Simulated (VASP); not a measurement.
A run of VASP 6.6.1 is set up as follows.

File INCAR:

```
SYSTEM = Ca2C
ALGO = Normal ; EDIFF = 1E-6
ENCUT = 520 ; GGA = PE
ISIF = 2 ; ISMEAR = 0
LASPH = .True. ; LCHARG = .False.
LREAL = .False. ; LWAVE = .False.
NBANDS = 19 ; NELM = 100
PREC = Accurate ; SIGMA = 0.01
```

The input KPOINTS:

```
k-points
0
Gamma
  6 6 6
  0 0 0
```

File POSCAR:

```
Ca2C
1.0
    0.0000000000      3.2033994416      3.2033994416
    3.2033994416      0.0000000000      3.2033994416
    3.2033994416      3.2033994416      0.0000000000
C Ca
1 2
Direct
    0.0000000000      0.0000000000      0.0000000000
    0.2500000000      0.2500000000      0.2500000000
    0.7500000000      0.7500000000      0.7500000000
```

Potentials or basis: VASP PAW PBE potentials, release 64 (C, Ca_sv).

Run with:

```sh
$ cat potpaw_PBE.64/C/POTCAR potpaw_PBE.64/Ca_sv/POTCAR > POTCAR
$ mpirun -np 1 vasp_std > vasp.out
```

Task: Estimate the band gap on the k mesh.

Result: 0.28 eV.

Task: Estimate the pressure.

Result: -2.6 GPa.

A k mesh can miss the band edges.
